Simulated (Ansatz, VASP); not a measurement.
## One calculation of Al2Pt, two programs

```
Al Pt
1.0
     0.00000    2.95500    2.94515
     2.95500    0.00000    2.94515
     2.95500    2.95500    0.00000
Al Pt
2 1
Direct
  0.25000 0.25000 0.25000
  0.75000 0.75000 0.75000
  0.00000 0.00000 0.00000
```

Alike in both runs: task single point; functional r2SCAN; k mesh 10 × 10 × 10; no spin polarisation.

|  | VASP | Ansatz |
| --- | --- | --- |
| version | VASP 6.6.1 | Ansatz 0.2.0 |
| potentials or method | VASP PAW PBE potentials, release 64 (Al, Pt), cutoff 520 eV | plane waves, PAW |
| occupations | fermi-dirac, width 0.1 eV | fermi-dirac |
| valence electrons in the cell | 16 | 24 |

```tsv
	VASP	Ansatz	Ansatz less VASP
pressure (GPa)	-0.2	0.1	+0.24
traceless stress, the component that is largest in VASP (GPa)	0.17	0.17	0.000
```

VASP's potentials were made for PBE, not for r2SCAN. VASP's potentials hold 16 valence electrons a cell and Ansatz's 24, so a difference there can come from the potentials and not from the codes.

Spin-orbit coupling is off throughout.
